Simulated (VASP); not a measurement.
Here is a VASP 6.6.1 calculation.

INCAR

```
SYSTEM = Cr
  ALGO = Normal
  EDIFF = 1E-6
  ENCUT = 520
  GGA = PE
  ISIF = 2
  ISMEAR = -1
  LASPH = .True.
  LCHARG = .True.
  LELF = .True.
  LREAL = .False.
  LVHAR = .True.
  LWAVE = .False.
  NBANDS = 19
  NELM = 60
  PREC = Accurate
  SIGMA = 0.1
```

Contents of KPOINTS:

```
k-points
0
Gamma
  17 17 9
  0 0 0
```

The input POSCAR:

```
Cr
1.0
    2.4895338786      0.0000000000      0.0000000000
   -1.2447669393      2.1559995824      0.0000000000
    0.0000000000      0.0000000000      4.4445182271
Cr
2
Direct
    0.3333333333      0.6666666667      0.2500000000
    0.6666666667      0.3333333333      0.7500000000
```

Potentials or basis: VASP PAW PBE potentials, release 64 (Cr_pv).

The run is started by

```bash
$ cat potpaw_PBE.64/Cr_pv/POTCAR > POTCAR
$ mpirun -np 1 vasp_std > vasp.out
```

(1) What does it give for the pressure?

(2) Estimate the band gap on the k mesh.

## Answers

(1) -0.4 GPa.

(2) zero (band 12 reaches 11.22 eV, above the bottom of band 13 at 10.07 eV).

Caveat: the run has no spin polarisation, though such a crystal can be magnetic.
